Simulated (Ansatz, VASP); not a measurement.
**BaZrS3: VASP beside Ansatz**

INCAR

```
PREC = Accurate
ENCUT = 500
EDIFF = 1E-6
ISMEAR = 0
SIGMA = 0.1
LREAL = False
LASPH = True
NELM = 120
ALGO = Normal
ISIF = 2
LWAVE = False
LCHARG = False
GGA = PE
NBANDS = 96
GGA_COMPAT = False
```

KPOINTS

```
regular mesh
0
Gamma
  4 2 4
```

POSCAR

```
BaZrS3
1.0
    7.1344890000      0.0000000000      0.0000000000
    0.0000000000     10.0418230000      0.0000000000
    0.0000000000      0.0000000000      7.0635610000
Ba Zr S
4 4 12
Direct
    0.0430270000      0.2500000000      0.0087500000
    0.4569730000      0.7500000000      0.5087500000
    0.5430270000      0.2500000000      0.4912500000
    0.9569730000      0.7500000000      0.9912500000
    0.0000000000      0.0000000000      0.5000000000
    0.5000000000      0.0000000000      0.0000000000
    0.5000000000      0.5000000000      0.0000000000
    0.0000000000      0.5000000000      0.5000000000
    0.9941580000      0.2500000000      0.5608970000
    0.5058420000      0.7500000000      0.0608970000
    0.4941580000      0.2500000000      0.9391030000
    0.0058420000      0.7500000000      0.4391030000
    0.2132560000      0.9681790000      0.7866180000
    0.2867440000      0.0318210000      0.2866180000
    0.7132560000      0.5318210000      0.7133820000
    0.7867440000      0.4681790000      0.2133820000
    0.7867440000      0.0318210000      0.2133820000
    0.7132560000      0.9681790000      0.7133820000
    0.2867440000      0.4681790000      0.2866180000
    0.2132560000      0.5318210000      0.7866180000
```

Input for Ansatz:

```yaml
crystal:
  lattice:
    - [7.134489, 0.0, 0.0]
    - [0.0, 10.041823, 0.0]
    - [0.0, 0.0, 7.063561]
  atoms:
    - { symbol: Ba, position: [0.043027, 0.25, 0.00875] }
    - { symbol: Ba, position: [0.456973, 0.75, 0.50875] }
    - { symbol: Ba, position: [0.543027, 0.25, 0.49125] }
    - { symbol: Ba, position: [0.956973, 0.75, 0.99125] }
    - { symbol: Zr, position: [0.0, 0.0, 0.5] }
    - { symbol: Zr, position: [0.5, 0.0, 0.0] }
    - { symbol: Zr, position: [0.5, 0.5, 0.0] }
    - { symbol: Zr, position: [0.0, 0.5, 0.5] }
    - { symbol: S, position: [0.994158, 0.25, 0.560897] }
    - { symbol: S, position: [0.505842, 0.75, 0.060897] }
    - { symbol: S, position: [0.494158, 0.25, 0.939103] }
    - { symbol: S, position: [0.005842, 0.75, 0.439103] }
    - { symbol: S, position: [0.213256, 0.968179, 0.786618] }
    - { symbol: S, position: [0.286744, 0.031821, 0.286618] }
    - { symbol: S, position: [0.713256, 0.531821, 0.713382] }
    - { symbol: S, position: [0.786744, 0.468179, 0.213382] }
    - { symbol: S, position: [0.786744, 0.031821, 0.213382] }
    - { symbol: S, position: [0.713256, 0.968179, 0.713382] }
    - { symbol: S, position: [0.286744, 0.468179, 0.286618] }
    - { symbol: S, position: [0.213256, 0.531821, 0.786618] }
basis:
  ecutwfc: 420
kpoints:
  mp_grid: { grid: [4, 2, 4] }
hamiltonian:
  xc: pbe
scf:
  occupations: { method: gaussian, width: 0.1 }
output:
  forces: true
  stress: true
  eigenvalues: true
```

Alike in both runs: task single point; functional PBE; k mesh 4 × 2 × 4; occupations gaussian, width 0.1 eV; no spin polarisation.

|  | VASP | Ansatz |
| --- | --- | --- |
| version | VASP 6.6.1 | Ansatz 0.2.0 |
| potentials or method | VASP PAW PBE potentials, release 64 (Ba_sv, Zr_sv, S), cutoff 500 eV | scalar-relativistic, plane waves, PAW |
| valence electrons in the cell | 160 | 160 |

|  | VASP | Ansatz | Ansatz less VASP |
| --- | --- | --- | --- |
| gap on the k mesh at the Fermi level (eV) | 1.03 | 1.03 | +0.001 |
| least direct gap on the mesh (eV) | 1.03 | 1.03 | +0.001 |
| pressure (GPa) | 0.3 | 0.0 | -0.32 |
| traceless stress, the component that is largest in VASP (GPa) | 0.06 | 0.05 | -0.002 |
| rms of the force components (eV/Å) | 0.013 | 0.024 | +0.0112 |

Atom by atom the forces differ by 0.014 eV/Å (rms over components). With one functional, cell and mesh, what is left measures potentials, basis and numerics.

Neither program's run includes spin-orbit coupling.
